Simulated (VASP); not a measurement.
# MgS (P1) in VASP: further runs

MgS is run at these levels: PBEsol; tasks: single point.

Everything below comes from runs of VASP 6.6.1. Logs are shortened: lines on timing, memory, paths and dates and some standing lists are left out, and cuts for length are marked.

**1. The cell of the first run**

The typed cell holds 4 atoms: a = 3.919 Å, b = 3.904 Å, c = 6.259 Å, α = 90.74°, β = 89.54°, γ = 119.70°.

**2. Single point, PBEsol (atoms moved at random and the cell strained at random)**

The input, INCAR:

```
PREC     = Accurate       # precision mode
ENCUT    = 520            # plane-wave cutoff, eV
EDIFF    = 1E-6           # SCF threshold, eV
ISMEAR   = 0              # smearing method
SIGMA    = 0.02           # smearing width, eV
LREAL    = F              # projectors in reciprocal space
LASPH    = T              # aspherical terms in the spheres
NELM     = 60             # most SCF steps
ALGO     = Normal         # electronic algorithm
ISIF     = 2              # what is computed and relaxed
LWAVE    = F              # write WAVECAR
LCHARG   = F              # write CHGCAR
GGA      = PS             # functional
NBANDS   = 16             # bands
```

The input, KPOINTS:

```
regular mesh
0
Gamma
  6 6 4
```

The input, POSCAR:

```
MgS
1.0
    3.9191111673      0.0147667180      0.0156946812
   -1.9467672307      3.3836615586     -0.0253177681
    0.0250216244     -0.0321614709      6.2590724977
Mg S
2 2
Direct
    0.6474266639      0.3441516114      0.5041733082
    0.3317510976      0.6762915060      0.9860988862
    0.3456639059      0.6439826229      0.3865634670
    0.6751583327      0.3355742597      0.8731638933
```

Potentials or basis: VASP PAW PBE potentials, release 64 (Mg, S).

Launch:

```sh
> cat potpaw_PBE.64/Mg/POTCAR potpaw_PBE.64/S/POTCAR > POTCAR
> mpirun -np 1 vasp_std > vasp.out
```

OUTCAR:

```text
PREC = Accurate
   ENCUT = 520
   EDIFF = 1E-6
   ISMEAR = 0
   LREAL = F
   LASPH = T
   NELM = 60
   ISIF = 2
   GGA = PS

 ion  position               nearest neighbor table
   1  0.647  0.344  0.504-   3 2.17   4 2.31   3 2.48   3 2.49
   2  0.332  0.676  0.986-   4 2.35   4 2.35   4 2.41   3 2.51
   3  0.346  0.644  0.387-   1 2.17   1 2.48   1 2.49   2 2.51
   4  0.675  0.336  0.873-   1 2.31   2 2.35   2 2.35   2 2.41

  LATTYP: Found a triclinic cell.
 ALAT       =     3.9038070115
 B/A-ratio  =     1.0065351612
 C/A-ratio  =     1.6033592646
 COS(alpha) =     0.0048864268
 COS(beta)  =     0.0129324356
 COS(gamma) =     0.4993499471

  Lattice vectors:

 A1 = (  -1.9467672307,   3.3836615586,  -0.0253177681)
 A2 = (   1.9723439366,   3.3984282766,  -0.0096230869)
 A3 = (  -0.0250216244,   0.0321614709,  -6.2590724977)

Analysis of symmetry for initial positions (statically):
=====================================================================
 Subroutine PRICEL returns:
 Original cell was already a primitive cell.

 Routine SETGRP: Setting up the symmetry group for a
 triclinic supercell.

 Subroutine GETGRP returns: Found  1 space group operations
 (whereof  1 operations were pure point group operations)
 out of a pool of  2 trial point group operations.

The static configuration has the point symmetry C_1 .

Analysis of symmetry for dynamics (positions and initial velocities):
=====================================================================
 Subroutine PRICEL returns:
 Original cell was already a primitive cell.

 Routine SETGRP: Setting up the symmetry group for a
 triclinic supercell.

 Subroutine GETGRP returns: Found  1 space group operations
 (whereof  1 operations were pure point group operations)
 out of a pool of  2 trial point group operations.

The dynamic configuration has the point symmetry C_1 .

 Subroutine INISYM returns: Found  1 space group operations
 (whereof  1 operations are pure point group operations),
 and found     1 'primitive' translations

----------------------------------------------------------------------------------------

                                     Primitive cell

  volume of cell :      83.1776

  direct lattice vectors                    reciprocal lattice vectors
     3.919111167  0.014766718  0.015694681     0.254609019  0.146485626 -0.000265141
    -1.946767231  3.383661559 -0.025317768    -0.001117257  0.294906397  0.001519807
     0.025021624 -0.032161471  6.259072498    -0.000642954  0.000825574  0.159774893

  length of vectors
     3.919170412  3.903807012  6.259205139     0.293741147  0.294912430  0.159778320

  position of ions in fractional coordinates (direct lattice)
     0.647426664  0.344151611  0.504173308
     0.331751098  0.676291506  0.986098886
     0.345663906  0.643982623  0.386563467
     0.675158333  0.335574260  0.873163893

  ion indices of the primitive-cell ions
   primitive index   ion index
                 1           1
                 2           2
                 3           3
                 4           4

----------------------------------------------------------------------------------------

 KPOINTS: regular mesh

Automatic generation of k-mesh.
 Grid dimensions read from file:
 generate k-points for:    6    6    4

 Generating k-lattice:

  Cartesian coordinates                     Fractional coordinates (reciprocal lattice)
     0.042434836  0.024414271 -0.000044190     0.166666667 -0.000000000  0.000000000
    -0.000186209  0.049151066  0.000253301    -0.000000000  0.166666667 -0.000000000
    -0.000160738  0.000206393  0.039943723     0.000000000 -0.000000000  0.250000000

  Length of vectors
     0.048956858  0.049152072  0.039944580

  Shift w.r.t. Gamma in fractional coordinates (k-lattice)
     0.000000000  0.000000000  0.000000000

 Subroutine IBZKPT returns following result:
 ===========================================

 Found     76 irreducible k-points:

 Following reciprocal coordinates:
            Coordinates               Weight
  0.000000  0.000000  0.000000      1.000000
  0.166667 -0.000000  0.000000      2.000000
  0.333333 -0.000000  0.000000      2.000000
  0.500000  0.000000  0.000000      1.000000
  0.000000  0.166667  0.000000      2.000000
  0.166667  0.166667  0.000000      2.000000
[... 16 lines left out ...]
  0.333333 -0.000000  0.250000      2.000000
  0.500000 -0.000000  0.250000      2.000000
 [... further k-points ...]
   k-points           NKPTS =     76   k-points in BZ     NKDIM =     76   number of bands    NBANDS=     16
   number of dos      NEDOS =    301   number of ions     NIONS =      4
   total plane-waves  NPLWV =  43200
   dimension x,y,z NGX =    30 NGY =   30 NGZ =   48
   dimension x,y,z NGXF=    60 NGYF=   60 NGZF=   96
   ions per type =               2   2
   NGX,Y,Z   is equivalent  to a cutoff of  12.73, 12.78, 12.75 a.u.
   NGXF,Y,Z  is equivalent  to a cutoff of  25.45, 25.55, 25.50 a.u.
 SYSTEM =  unknown system
   PREC   = accura    normal or accurate (medium, high low for compatibility)
   ISTART =      0    job   : 0-new  1-cont  2-samecut
   ICHARG =      2    charge: 1-file 2-atom 10-const
   ISPIN  =      1    spin polarized calculation?
   LNONCOLLINEAR =      F non collinear calculations
   LSORBIT =      F    spin-orbit coupling
   LASPH  =      T    aspherical Exc in radial PAW
   ENCUT  =  520.0 eV  38.22 Ry    6.18 a.u.   7.29  7.26 11.64*2*pi/ulx,y,z
   NELM   =     60;   NELMIN=  2; NELMDL= -5     # of ELM steps
   EDIFF  = 0.1E-05   stopping-criterion for ELM
   LREAL  =      F    real-space projection
   EDIFFG = 0.1E-04   stopping-criterion for IOM
   NSW    =      0    number of steps for IOM
   IBRION =     -1    ionic relax: 0-MD 1-quasi-New 2-CG
   NFREE  =      0    steps in history (QN), initial steepest desc. (CG)
   ISIF   =      2    stress and relaxation
   ISYM   =      2    0-nonsym 1-usesym 2-fastsym
   POTIM  = 0.5000    time-step for ionic-motion
   TEBEG  =    0.0;   TEEND  =   0.0 temperature during run
   PSTRESS=    0.0 pullay stress
   NELECT =      16.0000    total number of electrons
   NUPDOWN=      -1.0000    fix difference up-down
   EMIN   =  10.00;   EMAX   =-10.00  energy-range for DOS
   EFERMI =   0.00;   METHOD = LEGACY
   ISMEAR =     0;   SIGMA  =   0.02  broadening in eV -4-tet -1-fermi 0-gaus
   EFERMI_NEDOS =   21; number of points for ismear=-14 and -15
   IALGO  =     38    algorithm
   IMIX   =      4    mixing-type and parameters
     AMIX     =   0.40;   BMIX     =  1.00
     AMIX_MAG =   1.60;   BMIX_MAG =  1.00
  volume/ion in A,a.u.               =      20.79       140.33
  Fermi-wavevector in a.u.,A,eV,Ry     =   0.945031  1.785849 12.151138  0.893083
  Thomas-Fermi vector in A             =   2.072893
   LORBIT       =      0    0 simple, 1 ext, 2 COOP (PROOUT), +10 PAW based schemes
   GGA     = PS    functional components
   LHFCALC =     F    Hartree Fock is set to
   AEXX    =    0.0000 exact exchange contribution
   IVDW    =     0    specifies the selected vdW correction
   LEPSILON=     F    determine dielectric tensor
   LRPA    =     F    only Hartree local field effects (RPA)
 non-spin polarized calculation
 Gauss-broadening in eV      SIGMA  =   0.02
  energy-cutoff  :      520.00
  volume of cell :       83.18
 maximum number of plane-waves:      2269
 NGX is ok and might be reduce to    30
   NGX = 15   NGY = 15   NGZ = 23

 number of electron      16.0000001 magnetization

 Free energy of the ion-electron system (eV)
  ---------------------------------------------------
  ext. energy  EPLUGINS =         0.00000000
  ---------------------------------------------------
  free energy    TOTEN  =       -17.46398365 eV

  energy without entropy =      -17.46398365  energy(sigma->0) =      -17.46398365

 E-fermi :   1.8834     XC(G=0):  -8.9040

 val. band max:        1.7777822890   @ k =   0.0000   0.0000   0.0000
 cond. band min:       5.3714005957   @ k =   0.0000   0.0000   0.0000
 fundamental gap:      3.5936183067
 Fermi energy:         1.8834319896

 k-point     1 :       0.0000    0.0000    0.0000
  band No.  band energies     occupation
      1     -10.0733      2.00000
      2      -9.1049      2.00000
      3      -1.8914      2.00000
      4       0.9616      2.00000
      5       1.0052      2.00000
      6       1.4461      2.00000
[... 8 lines left out ...]
     15      10.6019      0.00000
     16      10.9883      0.00000

 k-point     2 :       0.1667   -0.0000    0.0000
  band No.  band energies     occupation
      1      -9.9196      2.00000
      2      -9.0250      2.00000
      3      -1.6582      2.00000
      4       0.1101      2.00000
      5       0.7064      2.00000
      6       0.8917      2.00000
[... 8 lines left out ...]
     15      10.3730      0.00000
     16      10.6185      0.00000

 k-point     3 :       0.3333   -0.0000    0.0000
  band No.  band energies     occupation
      1      -9.5560      2.00000
      2      -8.8810      2.00000
      3      -1.2102      2.00000
      4      -1.0054      2.00000
      5      -0.3626      2.00000
      6       0.4640      2.00000
[... 8 lines left out ...]
     15      10.7392      0.00000
     16      11.9623      0.00000

 k-point     4 :       0.5000    0.0000    0.0000
  band No.  band energies     occupation
      1      -9.3214      2.00000
      2      -8.8379      2.00000
      3      -1.7173      2.00000
      4      -0.9209      2.00000
      5      -0.4131      2.00000
      6       0.3135      2.00000
[... 8 lines left out ...]
     15      10.9973      0.00000
     16      13.0746      0.00000

 k-point     5 :       0.0000    0.1667    0.0000
  band No.  band energies     occupation
      1      -9.9189      2.00000
      2      -9.0221      2.00000
      3      -1.6585      2.00000
      4       0.1279      2.00000
      5       0.6939      2.00000
      6       0.8683      2.00000
[... 8 lines left out ...]
     15      10.3298      0.00000
     16      10.6118      0.00000

 k-point     6 :       0.1667    0.1667    0.0000
  band No.  band energies     occupation
      1      -9.6605      2.00000
      2      -8.9079      2.00000
      3      -1.2402      2.00000
      4      -0.6871      2.00000
      5      -0.1728      2.00000
      6       0.5451      2.00000
[... 8 lines left out ...]
     15      11.1924      0.00000
     16      11.2504      0.00000
[... 267 lines left out ...]
 k-point    21 :       0.0000    0.0000    0.2500
  band No.  band energies     occupation
      1      -9.9776      2.00000
      2      -9.2438      2.00000
      3      -1.4845      2.00000
      4       0.9152      2.00000
      5       0.9996      2.00000
      6       1.0609      2.00000
[... 8 lines left out ...]
     15      10.2375      0.00000
     16      10.6162      0.00000

 k-point    22 :       0.1667   -0.0000    0.2500
  band No.  band energies     occupation
      1      -9.8320      2.00000
      2      -9.1469      2.00000
      3      -1.3298      2.00000
      4       0.0734      2.00000
      5       0.5051      2.00000
      6       0.8861      2.00000
[... 8 lines left out ...]
     15      10.5457      0.00000
     16      10.6468      0.00000

 k-point    23 :       0.3333   -0.0000    0.2500
  band No.  band energies     occupation
      1      -9.4963      2.00000
      2      -8.9526      2.00000
      3      -1.4238      2.00000
      4      -0.8959      2.00000
      5      -0.2014      2.00000
      6       0.5517      2.00000
[... 8 lines left out ...]
     15      11.1717      0.00000
     16      11.9388      0.00000

 k-point    24 :       0.5000   -0.0000    0.2500
  band No.  band energies     occupation
      1      -9.2923      2.00000
      2      -8.8640      2.00000
      3      -1.8553      2.00000
      4      -1.2705      2.00000
      5       0.0408      2.00000
      6       0.4162      2.00000
[... 8 lines left out ...]
     15      11.9407      0.00000
     16      13.0306      0.00000

 [... further k-points ...]
[... 5 lines left out ...]
  --------------------------------------------------------------------------------------
  -------------------------------------------------------------------------------------
  Total        4.7618330      2.9017428      2.8963833     -1.5594550     -0.7660276      1.5281361
  in kB       91.7230151     55.8937278     55.7904935    -30.0384140    -14.7553186     29.4351472
  external PRESSURE =      67.8024121 kB  Pullay stress =       0.0000000 kB

 VOLUME and BASIS-vectors are now :
 -----------------------------------------------------------------------------
  energy-cutoff  :      520.00
  volume of cell :       83.18
      direct lattice vectors                 reciprocal lattice vectors
     3.919111167  0.014766718  0.015694681     0.254609019  0.146485626 -0.000265141
    -1.946767231  3.383661559 -0.025317768    -0.001117257  0.294906397  0.001519807
     0.025021624 -0.032161471  6.259072498    -0.000642954  0.000825574  0.159774893

 POSITION                                       TOTAL-FORCE (eV/Angst)
 -----------------------------------------------------------------------------------
      1.87997      1.15784      3.15711         1.939612     -1.093187     -0.275681
      0.00826      2.26153      6.16015         0.328879     -0.161295      0.677386
      0.11068      2.17169      2.40865        -2.014611      1.152427     -0.991319
      2.01458      1.11736      5.46730        -0.253879      0.102055      0.589614
 -----------------------------------------------------------------------------------
    total drift:                                0.000283      0.000028     -0.000257

  FREE ENERGIE OF THE ION-ELECTRON SYSTEM (eV)
  ---------------------------------------------------
  free  energy   TOTEN  =       -17.4639836516 eV

  energy  without entropy=      -17.4639836516  energy(sigma->0) =      -17.46398365
```

Wall time 44 s (1 thread of Intel Xeon 6975P-C (Granite Rapids), shared host); peak memory 0.24 GiB.

What came out:

```yaml
Free_energy: -17.4640 eV
Pressure: 6.8 GPa
Largest_force: 2.524 eV/Å
Band_gap_on_the_k_mesh: 3.59 eV, direct
```

Forces in eV/Å, atoms in the order of the input:
```
Mg   1.940 -1.093 -0.276
Mg   0.329 -0.161  0.677
S   -2.015  1.152 -0.991
S   -0.254  0.102  0.590
```

Stress tensor (GPa, compression positive):
```
 9.17 -3.00  2.94
-3.00  5.59 -1.48
 2.94 -1.48  5.58
```

Caveat: the cell differs from its parent crystal (atoms moved at random and the cell strained at random); the PAW data sets were made with another functional, which shifts forces and pressure a little.

[end of part 1 of 2]
